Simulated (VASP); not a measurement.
# Be2CN (P-6m2) in VASP: a series of runs

Runs on Be2CN. Level: PBE. Tasks: single point, relaxation of cell and atoms.

Everything below comes from runs of VASP 6.6.1. Logs are shortened: lines on timing, memory, paths and dates and some standing lists are left out, and cuts for length are marked.

## (1) The cell of the first run

It takes space group P-6m2 (No. 187, hexagonal). The conventional cell has a = 3.035 Å, b = 3.035 Å, c = 3.929 Å, α = 90.00°, β = 90.00°, γ = 120.00°. Within 2.3 Å of Be (site symmetry -6m2) lie 3 N at 1.75 Å and 2 C at 1.96 Å. Be (site symmetry -6m2) has 3 C at 1.75 Å and 2 N at 1.96 Å within 2.3 Å. C (site symmetry -6m2) has 5 Be at 1.75 to 1.96 Å within 2.3 Å. Within 2.3 Å of N (site symmetry -6m2) lie 5 Be at 1.75 to 1.96 Å.

## (2) Single point, PBE

INCAR

```
PREC = Accurate ; ENCUT = 520
EDIFF = 1E-7 ; ISMEAR = 0
SIGMA = 0.1 ; LREAL = False
LASPH = True ; NELM = 60
ALGO = Normal ; ISIF = 2
LWAVE = False ; LCHARG = True
GGA = PE ; LELF = True
LVHAR = True ; NBANDS = 14
```

KPOINTS

```
Automatic mesh
0
Gamma
  6 6 4
```

POSCAR

```
Be2CN
1.0
    3.0348810647      0.0000000000      0.0000000000
   -1.5174405323      2.6282840995      0.0000000000
    0.0000000000      0.0000000000      3.9289037121
Be C N
2 1 1
Direct
    0.0000000000      0.0000000000     -0.0563505516
    0.3333333333      0.6666666667      0.4436529415
    0.0000000000      0.0000000000      0.4436461590
    0.3333333333      0.6666666667      0.9436548211
```

Potentials or basis: VASP PAW PBE potentials, release 64 (Be, C, N).

Launch:

```
$ cat potpaw_PBE.64/Be/POTCAR potpaw_PBE.64/C/POTCAR potpaw_PBE.64/N/POTCAR > POTCAR
$ mpirun -np 1 vasp_std > vasp.out
```

OUTCAR:

```text
PREC = Accurate
   ENCUT = 520
   EDIFF = 1E-7
   ISMEAR = 0
   LREAL = False
   LASPH = True
   NELM = 60
   ISIF = 2
   GGA = PE

 ion  position               nearest neighbor table
   1  0.000  0.000  0.944-   4 1.75   4 1.75   4 1.75   3 1.96   3 1.96
   2  0.333  0.667  0.444-   3 1.75   3 1.75   3 1.75   4 1.96   4 1.96
   3  0.000  0.000  0.444-   2 1.75   2 1.75   2 1.75   1 1.96   1 1.96
   4  0.333  0.667  0.944-   1 1.75   1 1.75   1 1.75   2 1.96   2 1.96

  LATTYP: Found a hexagonal cell.
 ALAT       =     3.0348810647
 C/A-ratio  =     1.2945824328

  Lattice vectors:

 A1 = (   3.0348810647,   0.0000000000,   0.0000000000)
 A2 = (  -1.5174405323,   2.6282840995,   0.0000000000)
 A3 = (   0.0000000000,   0.0000000000,   3.9289037121)

Analysis of symmetry for initial positions (statically):
=====================================================================
 Subroutine PRICEL returns:
 Original cell was already a primitive cell.

 Routine SETGRP: Setting up the symmetry group for a
 hexagonal supercell.

 Subroutine GETGRP returns: Found  6 space group operations
 (whereof  6 operations were pure point group operations)
 out of a pool of 24 trial point group operations.

The static configuration has the point symmetry C_3v.

Analysis of symmetry for dynamics (positions and initial velocities):
=====================================================================
 Subroutine PRICEL returns:
 Original cell was already a primitive cell.

 Routine SETGRP: Setting up the symmetry group for a
 hexagonal supercell.

 Subroutine GETGRP returns: Found  6 space group operations
 (whereof  6 operations were pure point group operations)
 out of a pool of 24 trial point group operations.

The dynamic configuration has the point symmetry C_3v.

 Subroutine INISYM returns: Found  6 space group operations
 (whereof  6 operations are pure point group operations),
 and found     1 'primitive' translations

----------------------------------------------------------------------------------------

                                     Primitive cell

  volume of cell :      31.3390

  direct lattice vectors                    reciprocal lattice vectors
     3.034881065  0.000000000  0.000000000     0.329502204  0.190238186  0.000000000
    -1.517440532  2.628284100  0.000000000     0.000000000  0.380476372  0.000000000
     0.000000000  0.000000000  3.928903712     0.000000000  0.000000000  0.254523927

  length of vectors
     3.034881065  3.034881065  3.928903712     0.380476372  0.380476372  0.254523927

  position of ions in fractional coordinates (direct lattice)
     0.000000000  0.000000000  0.943649448
     0.333333333  0.666666667  0.443652941
     0.000000000  0.000000000  0.443646159
     0.333333333  0.666666667  0.943654821

  ion indices of the primitive-cell ions
   primitive index   ion index
                 1           1
                 2           2
                 3           3
                 4           4

----------------------------------------------------------------------------------------

 KPOINTS: Automatic mesh

Automatic generation of k-mesh.
 Grid dimensions read from file:
 generate k-points for:    6    6    4

 Generating k-lattice:

  Cartesian coordinates                     Fractional coordinates (reciprocal lattice)
     0.054917034  0.031706364  0.000000000     0.166666667 -0.000000000  0.000000000
     0.000000000  0.063412729  0.000000000     0.000000000  0.166666667  0.000000000
     0.000000000  0.000000000  0.063630982     0.000000000  0.000000000  0.250000000

  Length of vectors
     0.063412729  0.063412729  0.063630982

  Shift w.r.t. Gamma in fractional coordinates (k-lattice)
     0.000000000  0.000000000  0.000000000

 Subroutine IBZKPT returns following result:
 ===========================================

 Found     24 irreducible k-points:

 Following reciprocal coordinates:
            Coordinates               Weight
  0.000000  0.000000  0.000000      1.000000
  0.166667  0.000000  0.000000      6.000000
  0.333333  0.000000  0.000000      6.000000
  0.500000  0.000000  0.000000      3.000000
  0.166667  0.166667  0.000000      6.000000
  0.333333  0.166667  0.000000     12.000000
[... 16 lines left out ...]
  0.333333  0.166667  0.500000     12.000000
  0.333333  0.333333  0.500000      2.000000
   k-points           NKPTS =     24   k-points in BZ     NKDIM =     24   number of bands    NBANDS=     14
   number of dos      NEDOS =    301   number of ions     NIONS =      4
   total plane-waves  NPLWV =  17280
   dimension x,y,z NGX =    24 NGY =   24 NGZ =   30
   dimension x,y,z NGXF=    48 NGYF=   48 NGZF=   60
   ions per type =               2   1   1
   NGX,Y,Z   is equivalent  to a cutoff of  13.15, 13.15, 12.69 a.u.
   NGXF,Y,Z  is equivalent  to a cutoff of  26.29, 26.29, 25.39 a.u.
 SYSTEM =  unknown system
   PREC   = accura    normal or accurate (medium, high low for compatibility)
   ISTART =      0    job   : 0-new  1-cont  2-samecut
   ICHARG =      2    charge: 1-file 2-atom 10-const
   ISPIN  =      1    spin polarized calculation?
   LNONCOLLINEAR =      F non collinear calculations
   LSORBIT =      F    spin-orbit coupling
   LASPH  =      T    aspherical Exc in radial PAW
   ENCUT  =  520.0 eV  38.22 Ry    6.18 a.u.   5.64  5.64  7.31*2*pi/ulx,y,z
   NELM   =     60;   NELMIN=  2; NELMDL= -5     # of ELM steps
   EDIFF  = 0.1E-06   stopping-criterion for ELM
   LREAL  =      F    real-space projection
   EDIFFG = 0.1E-05   stopping-criterion for IOM
   NSW    =      0    number of steps for IOM
   IBRION =     -1    ionic relax: 0-MD 1-quasi-New 2-CG
   NFREE  =      0    steps in history (QN), initial steepest desc. (CG)
   ISIF   =      2    stress and relaxation
   ISYM   =      2    0-nonsym 1-usesym 2-fastsym
   POTIM  = 0.5000    time-step for ionic-motion
   TEBEG  =    0.0;   TEEND  =   0.0 temperature during run
   PSTRESS=    0.0 pullay stress
   NELECT =      13.0000    total number of electrons
   NUPDOWN=      -1.0000    fix difference up-down
   EMIN   =  10.00;   EMAX   =-10.00  energy-range for DOS
   EFERMI =   0.00;   METHOD = LEGACY
   ISMEAR =     0;   SIGMA  =   0.10  broadening in eV -4-tet -1-fermi 0-gaus
   EFERMI_NEDOS =   21; number of points for ismear=-14 and -15
   IALGO  =     38    algorithm
   IMIX   =      4    mixing-type and parameters
     AMIX     =   0.40;   BMIX     =  1.00
     AMIX_MAG =   1.60;   BMIX_MAG =  1.00
  volume/ion in A,a.u.               =       7.83        52.87
  Fermi-wavevector in a.u.,A,eV,Ry     =   1.220940  2.307241 20.282114  1.490693
  Thomas-Fermi vector in A             =   2.356139
   LORBIT       =      0    0 simple, 1 ext, 2 COOP (PROOUT), +10 PAW based schemes
   GGA     = PE    functional components
   LHFCALC =     F    Hartree Fock is set to
   AEXX    =    0.0000 exact exchange contribution
   IVDW    =     0    specifies the selected vdW correction
   LEPSILON=     F    determine dielectric tensor
   LRPA    =     F    only Hartree local field effects (RPA)
 non-spin polarized calculation
 Gauss-broadening in eV      SIGMA  =   0.10
  energy-cutoff  :      520.00
  volume of cell :       31.34
 maximum number of plane-waves:       856
 NGX is ok and might be reduce to    24
   NGX = 11   NGY = 11   NGZ = 15

 number of electron      13.0000000 magnetization

 Free energy of the ion-electron system (eV)
  ---------------------------------------------------
  ext. energy  EPLUGINS =         0.00000000
  ---------------------------------------------------
  free energy    TOTEN  =       -22.86824092 eV

  energy without entropy =      -22.86050123  energy(sigma->0) =      -22.86437108

 E-fermi :   4.7046     XC(G=0): -11.0099

 val. band max:        4.6461901214   @ k =   0.0000   0.3333   0.2500
 cond. band min:       4.7060885736   @ k =   0.1667   0.0000   0.5000
 fundamental gap:      0.0598984521
 Fermi energy:         4.7046221681

 k-point     1 :       0.0000    0.0000    0.0000
  band No.  band energies     occupation
      1     -10.9487      2.00000
      2      -4.6569      2.00000
      3      -1.9280      2.00000
      4       2.7854      2.00000
      5       2.7854      2.00000
      6       5.9393      0.00000
      7       5.9393      0.00000
      8       7.0136      0.00000
      9      13.1378      0.00000
     10      14.1371      0.00000
     11      14.1371      0.00000
     12      15.4032      0.00000
     13      17.6345      0.00000
     14      17.6345      0.00000

 k-point     2 :       0.1667    0.0000    0.0000
  band No.  band energies     occupation
      1     -10.6393      2.00000
      2      -4.6955      2.00000
      3      -1.4976      2.00000
      4       1.9087      2.00000
      5       2.2455      2.00000
      6       4.9772      0.00012
      7       5.7336      0.00000
      8       6.3785      0.00000
      9      12.9274      0.00000
     10      14.4211      0.00000
     11      15.4163      0.00000
     12      17.2619      0.00000
     13      18.0660      0.00000
     14      18.7907      0.00000

 k-point     3 :       0.3333    0.0000    0.0000
  band No.  band energies     occupation
      1      -9.8573      2.00000
      2      -5.0378      2.00000
      3      -0.3227      2.00000
      4       0.6961      2.00000
      5       1.4048      2.00000
      6       3.2659      2.00000
      7       4.7556      0.47116
      8       5.2653      0.00000
      9      12.3600      0.00000
     10      16.2528      0.00000
     11      16.7418      0.00000
     12      18.2885      0.00000
     13      18.6207      0.00000
     14      20.1834      0.00000
[... 324 lines left out ...]
 k-point    23 :       0.3333    0.1667    0.5000
  band No.  band energies     occupation
      1      -9.1666      2.00000
      2      -5.3216      2.00000
      3      -0.8394      2.00000
      4      -0.4124      2.00000
      5       1.1690      2.00000
      6       2.1602      2.00000
      7       6.0112      0.00000
      8       6.3154      0.00000
      9      13.7764      0.00000
     10      14.9502      0.00000
     11      15.2103      0.00000
     12      15.8071      0.00000
     13      18.6421      0.00000
     14      20.3129      0.00000

 k-point    24 :       0.3333    0.3333    0.5000
  band No.  band energies     occupation
      1      -8.9870      2.00000
      2      -4.8933      2.00000
      3      -0.5062      2.00000
      4      -0.3681      2.00000
      5      -0.0551      2.00000
      6       0.8114      2.00000
      7       6.4318      0.00000
      8       6.8051      0.00000
      9      14.1919      0.00000
     10      15.0935      0.00000
     11      15.7453      0.00000
     12      17.4668      0.00000
     13      18.0797      0.00000
     14      19.6017      0.00000

------------------------ aborting loop because EDIFF is reached ----------------------------------------

  FORCE on cell =-STRESS in cart. coord.  units (eV):
  Direction    XX          YY          ZZ          XY          YZ          ZX
  --------------------------------------------------------------------------------------
  -------------------------------------------------------------------------------------
  Total        0.0785240      0.0785240     -0.0025649      0.0000000      0.0000000      0.0000000
  in kB        4.0144637      4.0144637     -0.1311264      0.0000000      0.0000000      0.0000000
  external PRESSURE =       2.6326003 kB  Pullay stress =       0.0000000 kB

 VOLUME and BASIS-vectors are now :
 -----------------------------------------------------------------------------
  energy-cutoff  :      520.00
  volume of cell :       31.34
      direct lattice vectors                 reciprocal lattice vectors
     3.034881065  0.000000000  0.000000000     0.329502204  0.190238186  0.000000000
    -1.517440532  2.628284100  0.000000000     0.000000000  0.380476372  0.000000000
     0.000000000  0.000000000  3.928903712     0.000000000  0.000000000  0.254523927

 POSITION                                       TOTAL-FORCE (eV/Angst)
 -----------------------------------------------------------------------------------
      0.00000      0.00000      3.70751        -0.000000      0.000000     -0.000015
     -0.00000      1.75219      1.74307         0.000000      0.000000      0.000028
      0.00000      0.00000      1.74304        -0.000000      0.000000      0.000292
     -0.00000      1.75219      3.70753         0.000000      0.000000     -0.000306
 -----------------------------------------------------------------------------------
    total drift:                               -0.000000      0.000000     -0.000118

  FREE ENERGIE OF THE ION-ELECTRON SYSTEM (eV)
  ---------------------------------------------------
  free  energy   TOTEN  =       -22.8682409219 eV

  energy  without entropy=      -22.8605012294  energy(sigma->0) =      -22.86437108
```

It took 8.2 s on 1 thread of Intel Xeon 6975P-C, shared host; peak memory 0.14 GiB.

What came out:

```
Free energy : -22.8682 eV
Pressure    : 0.3 GPa
```

Stress tensor (GPa, compression positive):
```
 0.40  0.00  0.00
 0.00  0.40  0.00
 0.00  0.00 -0.01
```

Levels at points of the mesh, in eV from the Fermi level:
```csv
k point,band 2,band 3,band 4,band 5,band 6,band 7,band 8,band 9,band 10,band 11
"(0.00, 0.00, 0.00)",-9.36,-6.63,-1.92,-1.92,1.23,1.23,2.31,8.43,9.43,9.43
"(0.50, 0.00, 0.00)",-10.17,-4.26,-3.99,-3.65,-2.34,-1.23,0.33,7.46,11.24,12.53
"(0.00, 0.00, 0.50)",-12.05,-1.36,-1.36,-0.98,-0.96,0.56,0.56,9.95,10.10,10.18
"(0.50, 0.00, 0.50)",-9.97,-5.96,-5.67,-2.68,-1.23,0.52,1.11,8.70,9.68,10.10
```

Caveat: the k points lie up to 0.40 Å⁻¹ apart.

## (3) Single point, PBE, collinear spin, ferromagnetic start

INCAR

```
SYSTEM = Be2CN
PREC     = Accurate       ! precision mode
ENCUT    = 520            ! plane-wave cutoff, eV
EDIFF    = 1E-7           ! SCF threshold, eV
ISMEAR   = 0              ! smearing method
SIGMA    = 0.1            ! smearing width, eV
LREAL    = .FALSE.        ! projectors in reciprocal space
LASPH    = .TRUE.         ! aspherical terms in the spheres
NELM     = 150            ! most SCF steps
ALGO     = Normal         ! electronic algorithm
ISIF     = 2              ! what is computed and relaxed
LWAVE    = .FALSE.        ! write WAVECAR
LCHARG   = .TRUE.         ! write CHGCAR
ISPIN    = 2              ! spin polarisation
MAGMOM   = 0 0 1 1        ! initial moments
LORBIT   = 11             ! projections on sites
GGA      = PE             ! functional
LELF     = .TRUE.         ! ELF
LVHAR    = .TRUE.       
NBANDS   = 18             ! bands
```

KPOINTS

```
Automatic mesh
0
G
  6 6 4
  0 0 0
```

POSCAR

```
Be2CN
1.0
    3.0348810647      0.0000000000      0.0000000000
   -1.5174405323      2.6282840995      0.0000000000
    0.0000000000      0.0000000000      3.9289037121
Be C N
2 1 1
Direct
    0.0000000000      0.0000000000      0.5000000000
    0.3333333333      0.6666666667      0.0000000000
    0.0000000000      0.0000000000      0.0000000000
    0.3333333333      0.6666666667      0.5000000000
```

Potentials or basis: VASP PAW PBE potentials, release 64 (Be, C, N).

Launch:

```
$ cat potpaw_PBE.64/Be/POTCAR potpaw_PBE.64/C/POTCAR potpaw_PBE.64/N/POTCAR > POTCAR
$ mpirun -np 1 vasp_std > vasp.out
```

It took 21 s on 1 thread of Intel Xeon 6975P-C, shared host; peak memory 0.16 GiB.

It converged, with:

```yaml
Free_energy: -22.8682 eV
Pressure: 0.3 GPa
Net_moment: 0.00 μB per cell
Valence_electrons_inside_the_program's_atomic_spheres: Be 1.17, 1.28; C 2.36; N 3.65
```

Stress tensor (GPa, compression positive):
```
 0.40  0.00  0.00
 0.00  0.40  0.00
 0.00  0.00 -0.01
```

Levels at points of the mesh, in eV from the Fermi level:
Spin up:
```csv
k point,band 3,band 4,band 5,band 6,band 7,band 8,band 9,band 10
"(0.00, 0.00, 0.00)",-6.63,-1.92,-1.92,1.23,1.23,2.31,8.43,9.43
"(0.50, 0.00, 0.00)",-4.26,-3.99,-3.65,-2.34,-1.23,0.33,7.46,11.24
"(0.00, 0.00, 0.50)",-1.36,-1.36,-0.97,-0.96,0.56,0.56,9.95,10.10
"(0.50, 0.00, 0.50)",-5.96,-5.67,-2.68,-1.23,0.52,1.11,8.70,9.68
```
Spin down:
```csv
k point,band 2,band 3,band 4,band 5,band 6,band 7,band 8,band 9,band 10,band 11
"(0.00, 0.00, 0.00)",-9.36,-6.63,-1.92,-1.92,1.23,1.23,2.31,8.43,9.43,9.43
"(0.50, 0.00, 0.00)",-10.17,-4.26,-3.99,-3.65,-2.34,-1.23,0.33,7.46,11.24,12.53
"(0.00, 0.00, 0.50)",-12.05,-1.36,-1.36,-0.98,-0.96,0.56,0.56,9.95,10.10,10.18
"(0.50, 0.00, 0.50)",-9.97,-5.96,-5.67,-2.68,-1.23,0.52,1.11,8.70,9.68,10.10
```

Caveat: the k points lie up to 0.40 Å⁻¹ apart.

[end of part 1 of 2]
